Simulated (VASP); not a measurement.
A run of VASP 6.6.1:

File INCAR:

```
PREC = Accurate ; ENCUT = 520
EDIFF = 1E-6 ; ISMEAR = -1
SIGMA = 0.01 ; LREAL = False
LASPH = True ; NELM = 100
ALGO = Normal ; ISIF = 2
LWAVE = False ; LCHARG = True
GGA = CA ; LELF = True
LVHAR = True ; NBANDS = 11
```

KPOINTS

```
regular mesh
0
Gamma
  12 12 12
```

File POSCAR:

```
AlN
1.0
    0.0000000000      1.9780000000      1.9582200000
    1.9780000000      0.0000000000      1.9582200000
    1.9780000000      1.9780000000      0.0000000000
Al N
1 1
Direct
    0.0000000000      0.0000000000      0.0000000000
    0.5000000000      0.5000000000      0.5000000000
```

Potentials or basis: VASP PAW LDA potentials, release 64 (Al, N).

Command:

```console
$ cat potpaw_LDA.64/Al/POTCAR potpaw_LDA.64/N/POTCAR > POTCAR
$ mpirun -np 1 vasp_std > vasp.out
```

Hardware: 1 thread of Intel(R) Xeon(R) Platinum 8259CL CPU @ 2.50GHz (Skylake/Cascade Lake), with other jobs on the host.

Task: How long does it take, and how much memory?

Result: Wall time 16 s on 1 thread of Intel(R) Xeon(R) Platinum 8259CL CPU @ 2.50GHz (Skylake/Cascade Lake), on a shared host, peak memory 0.14 GiB. Counts: scf iterations 11, k points 163.
